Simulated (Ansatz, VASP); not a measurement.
## One calculation of Mo, two programs

```xyz
1
Lattice="-1.6181 1.6181 1.5474 1.6181 -1.6181 1.5474 1.6181 1.6181 -1.5474" Properties=species:S:1:pos:R:3 pbc="T T T"
Mo    0.0000    0.0000    0.0000
```

Change from the starting cell: strain +0.030 along x and y, -0.015 along z, atoms carried along.

Alike in both runs: task single point; functional r2SCAN; k mesh 22 × 22 × 22; occupations gaussian, width 0.15 eV; no spin polarisation.

|  | VASP | Ansatz |
| --- | --- | --- |
| version | VASP 6.6.1 | Ansatz 0.2.0 |
| potentials or method | VASP PAW PBE potentials, release 64 (Mo_sv), cutoff 520 eV | scalar-relativistic, plane waves, PAW |
| valence electrons in the cell | 14 | 14 |

VASP gave:

| Property | Result |
| --- | --- |
| gap on the k mesh at the Fermi level (eV) | none |
| pressure (GPa) | -7.8 |
| traceless stress, the component that is largest in VASP (GPa) | 9.24 |

**Question.** Estimate Ansatz's values.

**Answer.** gap on the k mesh at the Fermi level (eV): none; pressure (GPa): -8.7; traceless stress, the component that is largest in VASP (GPa): 9.24.

VASP's potentials were made for PBE, not for r2SCAN. A gap of «none» marks a metal or a gap that the smearing closes. With one functional, cell and mesh, what is left measures potentials, basis and numerics.
